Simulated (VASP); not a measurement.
# InBiO (P-6m2) in VASP: relaxation of cell and atoms with PBE

Aim: the relaxation of cell and atoms of InBiO with PBE.

Everything below comes from runs of VASP 6.6.1. Logs are shortened: lines on timing, memory, paths and dates and some standing lists are left out, and cuts for length are marked.

### Step 1. The cell of the first run

Symmetry: P-6m2, No. 187, hexagonal system. The conventional cell has a = 4.453 Å, b = 4.453 Å, c = 4.409 Å, α = 90.00°, β = 90.00°, γ = 120.00°. Within 3.4 Å of In (site symmetry -6m2) lie 3 O at 2.57 Å and 6 Bi at 3.39 Å. Within 4.5 Å of Bi (site symmetry -6m2) lie 6 In at 3.39 Å and 6 O at 3.39 Å and 8 Bi at 4.41 to 4.45 Å. O (site symmetry -6m2) has 3 In at 2.57 Å and 6 Bi at 3.39 Å within 3.4 Å.

The cell was generated, and may not be a known phase.

### Step 2. Relaxation of cell and atoms, PBE

INCAR reads:

```
SYSTEM = InBiO
PREC     = Accurate       ! precision mode
ENCUT    = 1340           ! plane-wave cutoff, eV
EDIFF    = 1E-7           ! SCF threshold, eV
ISMEAR   = 0              ! smearing method
SIGMA    = 0.1            ! smearing width, eV
LREAL    = .FALSE.        ! projectors in reciprocal space
LASPH    = .TRUE.         ! aspherical terms in the spheres
NELM     = 120            ! most SCF steps
ALGO     = Normal         ! electronic algorithm
ISIF     = 3              ! what is computed and relaxed
LWAVE    = .FALSE.        ! write WAVECAR
LCHARG   = .FALSE.        ! write CHGCAR
GGA      = PE             ! functional
IBRION   = 2              ! ionic algorithm
NSW      = 90             ! ionic steps
EDIFFG   = -0.04          ! ionic threshold
GGA_COMPAT= .FALSE.      
NELMIN   = 4
```

KPOINTS reads:

```
regular mesh
0
G
  6 6 4
  0 0 0
```

POSCAR reads:

```
InBiO
1.0
    4.4527030300      0.0000000000      0.0000000000
   -2.2263515100      3.8561539400      0.0000000000
    0.0000000000      0.0000000000      4.4086072600
In Bi O
1 1 1
Direct
    0.0000000000      0.0000000000      0.5000000000
    0.3333333300      0.6666666700      0.0000000000
    0.6666666700      0.3333333300      0.5000000000
```

Potentials or basis: VASP PAW PBE potentials, release 64 (In_d, Bi_d, O_h).

Command:

```sh
$ cat potpaw_PBE.64/In_d/POTCAR potpaw_PBE.64/Bi_d/POTCAR potpaw_PBE.64/O_h/POTCAR > POTCAR
$ mpirun -np 1 vasp_std > vasp.out
```

OUTCAR:

```text
SYSTEM = InBiO
   PREC = Accurate
   ENCUT = 1340
   EDIFF = 1E-7
   ISMEAR = 0
   LREAL = .FALSE.
   LASPH = .TRUE.
   NELM = 120
   ISIF = 3
   GGA = PE
   IBRION = 2
   NSW = 90
   EDIFFG = -0.04
   NELMIN = 4

 ion  position               nearest neighbor table
   1  0.000  0.000  0.500-   3 2.57   3 2.57   3 2.57   2 3.39   2 3.39   2 3.39   2 3.39   2 3.39
                             2 3.39
   2  0.333  0.667  0.000-   1 3.39   1 3.39   1 3.39   1 3.39   1 3.39   1 3.39
   3  0.667  0.333  0.500-   1 2.57   1 2.57   1 2.57

  LATTYP: Found a hexagonal cell.
 ALAT       =     4.4527030300
 C/A-ratio  =     0.9900968536

  Lattice vectors:

 A1 = (   4.4527030300,   0.0000000000,   0.0000000000)
 A2 = (  -2.2263515100,   3.8561539400,   0.0000000000)
 A3 = (   0.0000000000,   0.0000000000,   4.4086072600)

Analysis of symmetry for initial positions (statically):
=====================================================================
 Subroutine PRICEL returns:
 Original cell was already a primitive cell.

 Routine SETGRP: Setting up the symmetry group for a
 hexagonal supercell.

 Subroutine GETGRP returns: Found 12 space group operations
 (whereof 12 operations were pure point group operations)
 out of a pool of 24 trial point group operations.

The static configuration has the point symmetry D_3h.

Analysis of symmetry for dynamics (positions and initial velocities):
=====================================================================
 Subroutine PRICEL returns:
 Original cell was already a primitive cell.

 Routine SETGRP: Setting up the symmetry group for a
 hexagonal supercell.

 Subroutine GETGRP returns: Found 12 space group operations
 (whereof 12 operations were pure point group operations)
 out of a pool of 24 trial point group operations.

The dynamic configuration has the point symmetry D_3h.

 Subroutine INISYM returns: Found 12 space group operations
 (whereof 12 operations are pure point group operations),
 and found     1 'primitive' translations

----------------------------------------------------------------------------------------

                                     Primitive cell

  volume of cell :      75.6971

  direct lattice vectors                    reciprocal lattice vectors
     4.452703030  0.000000000  0.000000000     0.224582685  0.129662873  0.000000000
    -2.226351510  3.856153940  0.000000000     0.000000000  0.259325747  0.000000000
     0.000000000  0.000000000  4.408607260     0.000000000  0.000000000  0.226829005

  length of vectors
     4.452703030  4.452703028  4.408607260     0.259325747  0.259325747  0.226829005

  position of ions in fractional coordinates (direct lattice)
     0.000000000  0.000000000  0.500000000
     0.333333330  0.666666670  0.000000000
     0.666666670  0.333333330  0.500000000

  ion indices of the primitive-cell ions
   primitive index   ion index
                 1           1
                 2           2
                 3           3

----------------------------------------------------------------------------------------

 KPOINTS: regular mesh

Automatic generation of k-mesh.
 Grid dimensions read from file:
 generate k-points for:    6    6    4

 Generating k-lattice:

  Cartesian coordinates                     Fractional coordinates (reciprocal lattice)
     0.037430447  0.021610479  0.000000000     0.166666667  0.000000000  0.000000000
     0.000000000  0.043220958  0.000000000     0.000000000  0.166666667  0.000000000
     0.000000000  0.000000000  0.056707251     0.000000000  0.000000000  0.250000000

  Length of vectors
     0.043220958  0.043220958  0.056707251

  Shift w.r.t. Gamma in fractional coordinates (k-lattice)
     0.000000000  0.000000000  0.000000000

 Subroutine IBZKPT returns following result:
 ===========================================

 Found     21 irreducible k-points:

 Following reciprocal coordinates:
            Coordinates               Weight
  0.000000  0.000000  0.000000      1.000000
  0.166667  0.000000  0.000000      6.000000
  0.333333  0.000000  0.000000      6.000000
  0.500000 -0.000000  0.000000      3.000000
  0.166667  0.166667  0.000000      6.000000
  0.333333  0.166667  0.000000     12.000000
[... 13 lines left out ...]
  0.333333  0.166667  0.500000     12.000000
  0.333333  0.333333  0.500000      2.000000
   k-points           NKPTS =     21   k-points in BZ     NKDIM =     21   number of bands    NBANDS=     21
   number of dos      NEDOS =    301   number of ions     NIONS =      3
   total plane-waves  NPLWV = 157464
   dimension x,y,z NGX =    54 NGY =   54 NGZ =   54
   dimension x,y,z NGXF=   108 NGYF=  108 NGZF=  108
   ions per type =               1   1   1
   NGX,Y,Z   is equivalent  to a cutoff of  20.16, 20.16, 20.36 a.u.
   NGXF,Y,Z  is equivalent  to a cutoff of  40.32, 40.32, 40.73 a.u.
 SYSTEM =  InBiO
   PREC   = accura    normal or accurate (medium, high low for compatibility)
   ISTART =      0    job   : 0-new  1-cont  2-samecut
   ICHARG =      2    charge: 1-file 2-atom 10-const
   ISPIN  =      1    spin polarized calculation?
   LNONCOLLINEAR =      F non collinear calculations
   LSORBIT =      F    spin-orbit coupling
   LASPH  =      T    aspherical Exc in radial PAW
   ENCUT  = 1340.0 eV  98.49 Ry    9.92 a.u.  13.29 13.29 13.16*2*pi/ulx,y,z
   NELM   =    120;   NELMIN=  4; NELMDL= -5     # of ELM steps
   EDIFF  = 0.1E-06   stopping-criterion for ELM
   LREAL  =      F    real-space projection
   EDIFFG = -.4E-01   stopping-criterion for IOM
   NSW    =     90    number of steps for IOM
   IBRION =      2    ionic relax: 0-MD 1-quasi-New 2-CG
   NFREE  =      1    steps in history (QN), initial steepest desc. (CG)
   ISIF   =      3    stress and relaxation
   ISYM   =      2    0-nonsym 1-usesym 2-fastsym
   POTIM  = 0.5000    time-step for ionic-motion
   TEBEG  =    0.0;   TEEND  =   0.0 temperature during run
   PSTRESS=    0.0 pullay stress
   NELECT =      34.0000    total number of electrons
   NUPDOWN=      -1.0000    fix difference up-down
   EMIN   =  10.00;   EMAX   =-10.00  energy-range for DOS
   EFERMI =   0.00;   METHOD = LEGACY
   ISMEAR =     0;   SIGMA  =   0.10  broadening in eV -4-tet -1-fermi 0-gaus
   EFERMI_NEDOS =   21; number of points for ismear=-14 and -15
   IALGO  =     38    algorithm
   IMIX   =      4    mixing-type and parameters
     AMIX     =   0.40;   BMIX     =  1.00
     AMIX_MAG =   1.60;   BMIX_MAG =  1.00
  volume/ion in A,a.u.               =      25.23       170.28
  Fermi-wavevector in a.u.,A,eV,Ry     =   1.253741  2.369228 21.386556  1.571868
  Thomas-Fermi vector in A             =   2.387580
   LORBIT       =      0    0 simple, 1 ext, 2 COOP (PROOUT), +10 PAW based schemes
   GGA     = PE    functional components
   LHFCALC =     F    Hartree Fock is set to
   AEXX    =    0.0000 exact exchange contribution
   IVDW    =     0    specifies the selected vdW correction
   LEPSILON=     F    determine dielectric tensor
   LRPA    =     F    only Hartree local field effects (RPA)
 conjugate gradient relaxation of ions
 non-spin polarized calculation
 Gauss-broadening in eV      SIGMA  =   0.10
  energy-cutoff  :     1340.00
  volume of cell :       75.70
 maximum number of plane-waves:      8447
 NGX is ok and might be reduce to    54
   NGX = 27   NGY = 27   NGZ = 27

--------------------------------------- Ionic step        1  -------------------------------------------

 number of electron      34.0000002 magnetization

 Free energy of the ion-electron system (eV)
  ---------------------------------------------------
  ext. energy  EPLUGINS =         0.00000000
  ---------------------------------------------------
  free energy    TOTEN  =       -11.16354997 eV

  energy without entropy =      -11.14327829  energy(sigma->0) =      -11.15341413

------------------------ aborting loop because EDIFF is reached ----------------------------------------

  FORCE on cell =-STRESS in cart. coord.  units (eV):
  Direction    XX          YY          ZZ          XY          YZ          ZX
  --------------------------------------------------------------------------------------
  -------------------------------------------------------------------------------------
  Total       -4.9653514     -4.9653514     -2.5810787     -0.0000000      0.0000000     -0.0000000
  in kB     -105.0947607   -105.0947607    -54.6301411     -0.0000001      0.0000000     -0.0000000
  external PRESSURE =     -88.2732208 kB  Pullay stress =       0.0000000 kB
[... 92 lines left out ...]
  FREE ENERGIE OF THE ION-ELECTRON SYSTEM (eV)
  ---------------------------------------------------
  free  energy   TOTEN  =       -11.6749590238 eV

  energy  without entropy=      -11.6563160229  energy(sigma->0) =      -11.66563752

 E-fermi :   6.2876     XC(G=0):  -9.8709

 val. band max:        6.2474664084   @ k =   0.3333   0.1667   0.5000
 cond. band min:       6.3127486696   @ k =   0.3333   0.1667   0.0000
 fundamental gap:      0.0652822612
 Fermi energy:         6.2875981822

 k-point     1 :       0.0000    0.0000    0.0000
  band No.  band energies     occupation
      1     -16.4509      2.00000
      2     -16.4509      2.00000
      3     -16.3362      2.00000
      4     -16.3083      2.00000
      5     -16.3083      2.00000
      6     -13.1073      2.00000
[... 478 lines left out ...]
      5     -16.2788      2.00000
      6     -12.8667      2.00000
[... 13 lines left out ...]
     20      10.8198      0.00000
     21      10.8263      0.00000

[... ionic steps 4 to 16 ...]

--------------------------------------- Ionic step       17  -------------------------------------------

 number of electron      34.0000004 magnetization

------------------------ aborting loop because EDIFF is reached ----------------------------------------

  FORCE on cell =-STRESS in cart. coord.  units (eV):
  Direction    XX          YY          ZZ          XY          YZ          ZX
  --------------------------------------------------------------------------------------
  -------------------------------------------------------------------------------------
  Total        0.1319366      0.1319366     -0.1783295      0.0000000     -0.0000000     -0.0000000
  in kB        3.0912588      3.0912588     -4.1782405      0.0000000     -0.0000000     -0.0000000
  external PRESSURE =       0.6680923 kB  Pullay stress =       0.0000000 kB
[... 59 lines left out ...]
  energy  without entropy=      -12.7314414045  energy(sigma->0) =      -12.73992634

--------------------------------------- Ionic step       19  -------------------------------------------

 number of electron      34.0000003 magnetization

 Free energy of the ion-electron system (eV)
  ---------------------------------------------------
  ext. energy  EPLUGINS =         0.00000000
  ---------------------------------------------------
  free energy    TOTEN  =       -12.74877049 eV

  energy without entropy =      -12.73187124  energy(sigma->0) =      -12.74032087

 E-fermi :   6.7325     XC(G=0): -10.0670

 val. band max:        6.6843096729   @ k =   0.3333   0.1667   0.5000
 cond. band min:       6.7538845856   @ k =   0.3333   0.1667   0.0000
 fundamental gap:      0.0695749126
 Fermi energy:         6.7325449951

 k-point     1 :       0.0000    0.0000    0.0000
  band No.  band energies     occupation
      1     -15.9932      2.00000
      2     -15.9932      2.00000
      3     -15.8843      2.00000
      4     -15.8477      2.00000
      5     -15.8477      2.00000
      6     -12.8672      2.00000
[... 523 lines left out ...]
  FREE ENERGIE OF THE ION-ELECTRON SYSTEM (eV)
  ---------------------------------------------------
  free  energy   TOTEN  =       -12.7487704917 eV

  energy  without entropy=      -12.7318712401  energy(sigma->0) =      -12.74032087

 reached required accuracy - stopping structural energy minimisation
```

Wall time 45 min (1 thread of Intel Xeon Platinum 8259CL at 2.50GHz (Skylake/Cascade Lake), shared host); peak memory 0.57 GiB.

Results:

```
Free energy                           : -12.7488 eV
Relaxed volume                        : 22.76 Å³/atom
Relaxed cell                          : a = 3.631 Å, b = 3.631 Å, c = 5.981 Å, α = 90.00°, β = 90.00°, γ = 120.00°
Space group after relaxing (to 0.1 Å) : P-6m2 (No. 187)
Energy gained by relaxing             : 528.4 meV/atom
Ionic steps                           : 19
Pressure after relaxing               : 0.1 GPa
Band gap on the k mesh                : zero (bands 17 and 18 overlap by 1.49 eV)
```

The path:
| step | energy change (eV) | largest force (eV/Å) | pressure (GPa) | volume (Å³) |
| --- | --- | --- | --- | --- |
| 1 | 0.0000 | 0.0000 | -8.83 | 75.70 |
| 2 | -0.5112 | 0.0000 | 1.38 | 61.43 |
| 3 | -0.5114 | 0.0000 | 1.11 | 61.66 |
| 4 | -0.6539 | 0.0000 | 2.11 | 61.12 |
| 5 | -0.9860 | 0.0000 | 5.89 | 59.31 |
| 6 | -0.5470 | 0.0000 | 29.16 | 53.80 |
| 7 | -1.1246 | 0.0000 | 10.02 | 57.82 |
| 8 | -1.0763 | 0.0000 | 16.17 | 56.20 |
| 9 | -1.1177 | 0.0000 | 13.91 | 56.75 |
| 10 | -1.1466 | 0.0000 | 13.70 | 57.00 |
| 11 | -1.2125 | 0.0000 | 13.50 | 57.69 |
| 12 | -1.2415 | 0.0000 | 14.11 | 58.93 |
| 13 | -1.3291 | 0.0000 | 11.75 | 60.08 |
| 14 | -1.5090 | 0.0000 | 5.79 | 63.63 |
| 15 | -1.5646 | 0.0000 | -2.36 | 71.13 |
| 16 | -1.5845 | 0.0000 | -0.21 | 68.67 |
| 17 | -1.5847 | 0.0000 | 0.07 | 68.38 |
| 18 | -1.5849 | 0.0000 | 0.06 | 68.36 |
| 19 | -1.5852 | 0.0000 | 0.06 | 68.29 |

Final structure:
```yaml
crystal:
  lattice:
    - [3.63102, 0.00000, 0.00000]
    - [-1.81551, 3.14456, 0.00000]
    - [0.00000, 0.00000, 5.98136]
  atoms:
    - { symbol: In, position: [0.00000, 0.00000, 0.50000] }
    - { symbol: Bi, position: [0.33333, 0.66667, 0.00000] }
    - { symbol: O, position: [0.66667, 0.33333, 0.50000] }
```

Levels at points of the mesh, in eV from the Fermi level:
```
           k point  band 15  band 16  band 17  band 18  band 19  band 20
(0.00, 0.00, 0.00)    -3.67    -2.50    -0.90     3.85     3.85     7.40
(0.50, 0.00, 0.00)    -3.54    -3.51    -0.69     1.62     1.79     2.87
(0.00, 0.00, 0.50)    -3.67    -3.67     1.45     3.62     3.99     3.99
(0.50, 0.00, 0.50)    -4.41    -2.57    -0.41     0.86     1.76     3.48
```

Caveat: a cell axis changed by over 15 % at a fixed basis, so the end point is rough; spin-orbit coupling is left out, which moves the levels of the heavy elements.

The gap in the log of VASP goes by the Fermi energy; the results here count the filled bands.